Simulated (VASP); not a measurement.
# SrTiO3 (Pm-3m) in VASP: further runs, part 2 of 3

VASP 6.6.1. The steps go on from the part before.

### Step 3. Single point, LDA

File INCAR:

```
PREC = Accurate
ENCUT = 600
EDIFF = 1E-6
ISMEAR = 0
SIGMA = 0.02
LREAL = F
LASPH = T
NELM = 120
ALGO = Normal
ISIF = 2
LWAVE = F
LCHARG = F
NBANDS = 28
GGA_COMPAT = F
```

File KPOINTS:

```
regular mesh
0
Gamma
  8 8 8
```

File POSCAR:

```
SrTiO3
1.0
    3.8547561864      0.0000000000      0.0000000000
    0.0000000000      3.8547561864      0.0000000000
    0.0000000000      0.0000000000      3.8547561864
Sr Ti O
1 1 3
Direct
    0.0000000000      0.0000000000      0.0000000000
    0.5000000000      0.5000000000      0.5000000000
    0.5000000000      0.0000000000      0.5000000000
    0.5000000000      0.5000000000      0.0000000000
    0.0000000000      0.5000000000      0.5000000000
```

Potentials or basis: VASP PAW LDA potentials, release 64 (Sr_sv, Ti_sv, O).

Started as:

```bash
cat potpaw_LDA.64/Sr_sv/POTCAR potpaw_LDA.64/Ti_sv/POTCAR potpaw_LDA.64/O/POTCAR > POTCAR
mpirun -np 1 vasp_std > vasp.out
```

OUTCAR:

```text
PREC = Accurate
   ENCUT = 600
   EDIFF = 1E-6
   ISMEAR = 0
   LREAL = F
   LASPH = T
   NELM = 120
   ISIF = 2

 ion  position               nearest neighbor table
   1  0.000  0.000  0.000-   3 2.73   4 2.73   5 2.73   3 2.73   5 2.73   4 2.73   5 2.73   5 2.73
                             3 2.73   4 2.73   3 2.73   4 2.73   2 3.34   2 3.34   2 3.34   2 3.34
   2  0.500  0.500  0.500-   3 1.93   4 1.93   5 1.93   4 1.93   3 1.93   5 1.93   1 3.34   1 3.34
                             1 3.34   1 3.34   1 3.34   1 3.34   1 3.34   1 3.34
   3  0.500  0.000  0.500-   2 1.93   2 1.93   1 2.73   1 2.73   1 2.73   1 2.73
   4  0.500  0.500  0.000-   2 1.93   2 1.93   1 2.73   1 2.73   1 2.73   1 2.73
   5  0.000  0.500  0.500-   2 1.93   2 1.93   1 2.73   1 2.73   1 2.73   1 2.73

  LATTYP: Found a simple cubic cell.
 ALAT       =     3.8547561864

  Lattice vectors:

 A1 = (   3.8547561864,   0.0000000000,   0.0000000000)
 A2 = (   0.0000000000,   3.8547561864,   0.0000000000)
 A3 = (   0.0000000000,   0.0000000000,   3.8547561864)

Analysis of symmetry for initial positions (statically):
=====================================================================
 Subroutine PRICEL returns:
 Original cell was already a primitive cell.

 Routine SETGRP: Setting up the symmetry group for a
 simple cubic supercell.

 Subroutine GETGRP returns: Found 48 space group operations
 (whereof 48 operations were pure point group operations)
 out of a pool of 48 trial point group operations.

The static configuration has the point symmetry O_h .

Analysis of symmetry for dynamics (positions and initial velocities):
=====================================================================
 Subroutine PRICEL returns:
 Original cell was already a primitive cell.

 Routine SETGRP: Setting up the symmetry group for a
[... 130 lines left out ...]
   IMIX   =      4    mixing-type and parameters
     AMIX     =   0.40;   BMIX     =  1.00
     AMIX_MAG =   1.60;   BMIX_MAG =  1.00
  volume/ion in A,a.u.               =      11.46        77.31
  Fermi-wavevector in a.u.,A,eV,Ry     =   1.452439  2.744712 28.702567  2.109579
  Thomas-Fermi vector in A             =   2.569821
   LORBIT       =      0    0 simple, 1 ext, 2 COOP (PROOUT), +10 PAW based schemes
   GGA     = CA    functional components
   LHFCALC =     F    Hartree Fock is set to
   AEXX    =    0.0000 exact exchange contribution
   IVDW    =     0    specifies the selected vdW correction
   LEPSILON=     F    determine dielectric tensor
   LRPA    =     F    only Hartree local field effects (RPA)
 non-spin polarized calculation
 Gauss-broadening in eV      SIGMA  =   0.02
  energy-cutoff  :      600.00
  volume of cell :       57.28
 maximum number of plane-waves:      1936
 NGX is ok and might be reduce to    32
   NGX = 15   NGY = 15   NGZ = 15

 number of electron      39.9999998 magnetization

 Free energy of the ion-electron system (eV)
  ---------------------------------------------------
  ext. energy  EPLUGINS =         0.00000000
  ---------------------------------------------------
  free energy    TOTEN  =       -44.18351901 eV

  energy without entropy =      -44.18351901  energy(sigma->0) =      -44.18351901

 E-fermi :   4.3583     XC(G=0): -11.9986

 val. band max:        4.2048287352   @ k =   0.5000   0.5000   0.5000
 cond. band min:       6.0210821510   @ k =   0.0000   0.0000   0.0000
 fundamental gap:      1.8162534158
 Fermi energy:         4.3583390818

 k-point     1 :       0.0000    0.0000    0.0000
  band No.  band energies     occupation
      1     -51.3638      2.00000
      2     -28.1758      2.00000
      3     -28.0445      2.00000
      4     -28.0445      2.00000
      5     -28.0445      2.00000
      6     -13.0683      2.00000
[... 733 lines left out ...]
     27      12.7528      0.00000
     28      13.0936      0.00000

 [... further k-points ...]

------------------------ aborting loop because EDIFF is reached ----------------------------------------

  FORCE on cell =-STRESS in cart. coord.  units (eV):
  Direction    XX          YY          ZZ          XY          YZ          ZX
  --------------------------------------------------------------------------------------
  -------------------------------------------------------------------------------------
  Total        0.2833554      0.2833554      0.2833554      0.0000000     -0.0000000      0.0000000
  in kB        7.9259512      7.9259512      7.9259512      0.0000000     -0.0000000      0.0000000
  external PRESSURE =       7.9259512 kB  Pullay stress =       0.0000000 kB

 VOLUME and BASIS-vectors are now :
 -----------------------------------------------------------------------------
  energy-cutoff  :      600.00
  volume of cell :       57.28
      direct lattice vectors                 reciprocal lattice vectors
     3.854756186  0.000000000  0.000000000     0.259419780  0.000000000  0.000000000
     0.000000000  3.854756186  0.000000000     0.000000000  0.259419780  0.000000000
     0.000000000  0.000000000  3.854756186     0.000000000  0.000000000  0.259419780

 POSITION                                       TOTAL-FORCE (eV/Angst)
 -----------------------------------------------------------------------------------
      0.00000      0.00000      0.00000         0.000000      0.000000      0.000000
      1.92738      1.92738      1.92738         0.000000      0.000000      0.000000
      1.92738      0.00000      1.92738         0.000000      0.000000      0.000000
      1.92738      1.92738      0.00000         0.000000      0.000000      0.000000
      0.00000      1.92738      1.92738         0.000000      0.000000      0.000000
 -----------------------------------------------------------------------------------
    total drift:                                0.000000     -0.000000     -0.000000

  FREE ENERGIE OF THE ION-ELECTRON SYSTEM (eV)
  ---------------------------------------------------
  free  energy   TOTEN  =       -44.1835190060 eV

  energy  without entropy=      -44.1835190060  energy(sigma->0) =      -44.18351901
```

OSZICAR:

```text
N       E                     dE             d eps       ncg     rms          rms(c)
DAV:   1     0.454974280221E+03    0.45497E+03   -0.23306E+04  1960   0.177E+03
DAV:   2    -0.305228882183E+01   -0.45803E+03   -0.43757E+03  2232   0.469E+02
DAV:   3    -0.515631340005E+02   -0.48511E+02   -0.48047E+02  2664   0.144E+02
DAV:   4    -0.540063389992E+02   -0.24432E+01   -0.24385E+01  3020   0.275E+01
DAV:   5    -0.540621032874E+02   -0.55764E-01   -0.55748E-01  2636   0.362E+00    0.282E+01
DAV:   6    -0.443857753749E+02    0.96763E+01   -0.51194E+01  2756   0.652E+01    0.170E+01
DAV:   7    -0.443012791288E+02    0.84496E-01   -0.73160E+00  2528   0.211E+01    0.119E+01
DAV:   8    -0.443013479460E+02   -0.68817E-04   -0.17035E+00  2256   0.139E+01    0.319E+00
DAV:   9    -0.441905518164E+02    0.11080E+00   -0.42479E-01  2320   0.690E+00    0.100E+00
DAV:  10    -0.441894144325E+02    0.11374E-02   -0.89430E-02  2608   0.210E+00    0.710E-01
DAV:  11    -0.441835516348E+02    0.58628E-02   -0.27809E-02  2940   0.154E+00    0.115E-01
DAV:  12    -0.441835299693E+02    0.21665E-04   -0.19033E-03  2384   0.542E-01    0.820E-02
DAV:  13    -0.441835377987E+02   -0.78294E-05   -0.43075E-04  2564   0.211E-01    0.460E-02
DAV:  14    -0.441835225150E+02    0.15284E-04   -0.44362E-05  2592   0.626E-02    0.196E-02
DAV:  15    -0.441835190577E+02    0.34573E-05   -0.19387E-05  2728   0.326E-02    0.795E-03
DAV:  16    -0.441835190060E+02    0.51718E-07   -0.26019E-06  1876   0.182E-02
   1 F= -.44183519E+02 E0= -.44183519E+02  d E =-.171582E-29
```

Wall time 2.3 min (1 thread of Intel Xeon 8259CL, shared host); peak memory 0.17 GiB.

What came out:

- Free energy: -44.1835 eV
- Pressure: 0.8 GPa
- Band gap on the k mesh: 1.82 eV (least direct gap 2.15 eV)

Levels at points of the mesh, in eV from the valence-band top:
```
           k point  band 16  band 17  band 18  band 19  band 20  band 21  band 22  band 23  band 24  band 25
(0.00, 0.00, 0.00)    -1.26    -1.26    -0.33    -0.33    -0.33     1.82     1.82     1.82     4.60     4.60
(0.50, 0.00, 0.00)    -2.50    -2.50    -2.17    -0.73    -0.73     2.01     3.94     3.94     4.65     6.96
(0.50, 0.50, 0.00)    -3.08    -1.71    -1.62    -1.62    -0.10     3.95     3.95     4.41     5.67     8.01
(0.50, 0.50, 0.50)    -3.89    -3.89     0.00     0.00     0.00     4.68     4.68     4.68     7.00     7.00
```

A k mesh can miss the band edges.

(Continued in part 3 of 3.)
